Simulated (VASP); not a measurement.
# MgO (Fm-3m) in VASP: single point with PBE

Aim: the single point of MgO with PBE.

Everything below comes from runs of VASP 6.6.1. Logs are shortened: lines on timing, memory, paths and dates and some standing lists are left out, and cuts for length are marked.

### 1 The cell of the first run

It takes space group Fm-3m (No. 225, cubic). Conventional cell: a = 4.147 Å, b = 4.147 Å, c = 4.147 Å, α = 90.00°, β = 90.00°, γ = 90.00°. Mg (site symmetry m-3m) has 6 O at 2.07 Å within 2.7 Å. O (site symmetry m-3m) has 6 Mg at 2.07 Å within 2.7 Å.

### 2 Single point, PBE

Input file INCAR:

```
SYSTEM = MgO
  PREC = Accurate
  ENCUT = 840
  EDIFF = 1E-6
  ISMEAR = 0
  SIGMA = 0.02
  LREAL = .False.
  LASPH = .True.
  NELM = 120
  ALGO = Normal
  ISIF = 2
  LWAVE = .False.
  LCHARG = .True.
  GGA = PE
  LELF = .True.
  LVHAR = .True.
  NBANDS = 15
  GGA_COMPAT = .False.
```

Input file KPOINTS:

```
regular mesh
0
Gamma
  10 10 10
  0 0 0
```

Input file POSCAR:

```
MgO
1.0
    0.0000000000      2.0735111331      2.0735111331
    2.0735111331      0.0000000000      2.0735111331
    2.0735111331      2.0735111331      0.0000000000
Mg O
1 1
Direct
    0.0000000000      0.0000000000      0.0000000000
    0.5000000000      0.5000000000      0.5000000000
```

Potentials or basis: VASP PAW PBE potentials, release 64 (Mg_sv, O).

The run is started by

```bash
cat potpaw_PBE.64/Mg_sv/POTCAR potpaw_PBE.64/O/POTCAR > POTCAR
mpirun -np 1 vasp_std > vasp.out
```

OUTCAR:

```text
SYSTEM = MgO
   PREC = Accurate
   ENCUT = 840
   EDIFF = 1E-6
   ISMEAR = 0
   LREAL = .False.
   LASPH = .True.
   NELM = 120
   ISIF = 2
   GGA = PE

 ion  position               nearest neighbor table
   1  0.000  0.000  0.000-   2 2.07   2 2.07   2 2.07   2 2.07   2 2.07   2 2.07
   2  0.500  0.500  0.500-   1 2.07   1 2.07   1 2.07   1 2.07   1 2.07   1 2.07

  LATTYP: Found a face centered cubic cell.
 ALAT       =     4.1470222662

  Lattice vectors:

 A1 = (   0.0000000000,   2.0735111331,   2.0735111331)
 A2 = (   2.0735111331,   0.0000000000,   2.0735111331)
 A3 = (   2.0735111331,   2.0735111331,   0.0000000000)

Analysis of symmetry for initial positions (statically):
=====================================================================
 Subroutine PRICEL returns:
 Original cell was already a primitive cell.

 Routine SETGRP: Setting up the symmetry group for a
 face centered cubic supercell.

 Subroutine GETGRP returns: Found 48 space group operations
 (whereof 48 operations were pure point group operations)
 out of a pool of 48 trial point group operations.

The static configuration has the point symmetry O_h .

Analysis of symmetry for dynamics (positions and initial velocities):
=====================================================================
 Subroutine PRICEL returns:
 Original cell was already a primitive cell.

 Routine SETGRP: Setting up the symmetry group for a
 face centered cubic supercell.

 Subroutine GETGRP returns: Found 48 space group operations
 (whereof 48 operations were pure point group operations)
 out of a pool of 48 trial point group operations.

The dynamic configuration has the point symmetry O_h .

 Subroutine INISYM returns: Found 48 space group operations
 (whereof 48 operations are pure point group operations),
 and found     1 'primitive' translations

----------------------------------------------------------------------------------------

                                     Primitive cell

  volume of cell :      17.8299

  direct lattice vectors                    reciprocal lattice vectors
     0.000000000  2.073511133  2.073511133    -0.241136877  0.241136877  0.241136877
     2.073511133  0.000000000  2.073511133     0.241136877 -0.241136877  0.241136877
     2.073511133  2.073511133  0.000000000     0.241136877  0.241136877 -0.241136877

  length of vectors
     2.932387566  2.932387566  2.932387566     0.417661323  0.417661323  0.417661323

  position of ions in fractional coordinates (direct lattice)
[... 83 lines left out ...]
   IBRION =     -1    ionic relax: 0-MD 1-quasi-New 2-CG
   NFREE  =      0    steps in history (QN), initial steepest desc. (CG)
   ISIF   =      2    stress and relaxation
   ISYM   =      2    0-nonsym 1-usesym 2-fastsym
   POTIM  = 0.5000    time-step for ionic-motion
   TEBEG  =    0.0;   TEEND  =   0.0 temperature during run
   PSTRESS=    0.0 pullay stress
   NELECT =      16.0000    total number of electrons
   NUPDOWN=      -1.0000    fix difference up-down
   EMIN   =  10.00;   EMAX   =-10.00  energy-range for DOS
   EFERMI =   0.00;   METHOD = LEGACY
   ISMEAR =     0;   SIGMA  =   0.02  broadening in eV -4-tet -1-fermi 0-gaus
   EFERMI_NEDOS =   21; number of points for ismear=-14 and -15
   IALGO  =     38    algorithm
   IMIX   =      4    mixing-type and parameters
     AMIX     =   0.40;   BMIX     =  1.00
     AMIX_MAG =   1.60;   BMIX_MAG =  1.00
  volume/ion in A,a.u.               =       8.91        60.16
  Fermi-wavevector in a.u.,A,eV,Ry     =   1.579059  2.983990 33.925154  2.493428
  Thomas-Fermi vector in A             =   2.679496
   LORBIT       =      0    0 simple, 1 ext, 2 COOP (PROOUT), +10 PAW based schemes
   GGA     = PE    functional components
   LHFCALC =     F    Hartree Fock is set to
   AEXX    =    0.0000 exact exchange contribution
   IVDW    =     0    specifies the selected vdW correction
   LEPSILON=     F    determine dielectric tensor
   LRPA    =     F    only Hartree local field effects (RPA)
 non-spin polarized calculation
 Gauss-broadening in eV      SIGMA  =   0.02
  energy-cutoff  :      840.00
  volume of cell :       17.83
 maximum number of plane-waves:       998
   NGX = 13   NGY = 13   NGZ = 13

 number of electron      15.9999999 magnetization

 Free energy of the ion-electron system (eV)
  ---------------------------------------------------
  ext. energy  EPLUGINS =         0.00000000
  ---------------------------------------------------
  free energy    TOTEN  =       -11.82428043 eV

  energy without entropy =      -11.82428043  energy(sigma->0) =      -11.82428043

 E-fermi :   3.3529     XC(G=0): -11.6286

 val. band max:        3.2594342419   @ k =   0.0000   0.0000   0.0000
 cond. band min:       8.4656033611   @ k =   0.0000   0.0000   0.0000
 fundamental gap:      5.2061691193
 Fermi energy:         3.3529200292

 k-point     1 :       0.0000    0.0000    0.0000
  band No.  band energies     occupation
      1     -68.8515      2.00000
      2     -35.5699      2.00000
      3     -35.5699      2.00000
      4     -35.5699      2.00000
      5     -14.2332      2.00000
      6       3.2594      2.00000
      7       3.2594      2.00000
      8       3.2594      2.00000
      9       8.4656      0.00000
     10      19.3299      0.00000
     11      19.3299      0.00000
     12      19.3299      0.00000
     13      23.3691      0.00000
     14      25.2034      0.00000
[... 401 lines left out ...]
      2     -35.6435      2.00000
      3     -35.5992      2.00000
      4     -35.5962      2.00000
      5     -12.8817      2.00000
      6      -0.4532      2.00000
      7       1.8953      2.00000
      8       2.1249      2.00000
      9      13.2413      0.00000
     10      13.6718      0.00000
     11      17.3888      0.00000
     12      22.0774      0.00000
     13      22.2919      0.00000
     14      28.7335      0.00000
     15      31.2124      0.00000

 [... further k-points ...]
[... 5 lines left out ...]
  --------------------------------------------------------------------------------------
  -------------------------------------------------------------------------------------
  Total        1.4993328      1.4993328      1.4993328     -0.0000000      0.0000000     -0.0000000
  in kB      134.7285145    134.7285145    134.7285145     -0.0000000      0.0000000     -0.0000000
  external PRESSURE =     134.7285145 kB  Pullay stress =       0.0000000 kB

 VOLUME and BASIS-vectors are now :
 -----------------------------------------------------------------------------
  energy-cutoff  :      840.00
  volume of cell :       17.83
      direct lattice vectors                 reciprocal lattice vectors
     0.000000000  2.073511133  2.073511133    -0.241136877  0.241136877  0.241136877
     2.073511133  0.000000000  2.073511133     0.241136877 -0.241136877  0.241136877
     2.073511133  2.073511133  0.000000000     0.241136877  0.241136877 -0.241136877

 POSITION                                       TOTAL-FORCE (eV/Angst)
 -----------------------------------------------------------------------------------
      0.00000      0.00000      0.00000        -0.000000     -0.000000     -0.000000
      2.07351      2.07351      2.07351         0.000000      0.000000      0.000000
 -----------------------------------------------------------------------------------
    total drift:                                0.000000      0.000000      0.000000

  FREE ENERGIE OF THE ION-ELECTRON SYSTEM (eV)
  ---------------------------------------------------
  free  energy   TOTEN  =       -11.8242804281 eV

  energy  without entropy=      -11.8242804281  energy(sigma->0) =      -11.82428043
```

stdout:

```text
POSCAR found type information on POSCAR MgO
 POSCAR found :  2 types and       2 ions
 scaLAPACK will be used
 LDA part: xc-table for (Slater+PW92), standard interpolation
 POSCAR, INCAR and KPOINTS ok, starting setup
 FFT: planning ... GRIDC
 FFT: planning ... GRID_SOFT
 FFT: planning ... GRID
 WAVECAR not read
 entering main loop
```

Wall time 18 s (1 thread of AMD EPYC 7R13 (Zen 3), shared host); peak memory 0.14 GiB.

What came out:

- Free energy: -11.8243 eV
- Pressure: 13.5 GPa
- Band gap on the k mesh: 5.21 eV

Caveat: the cell stands under pressure.
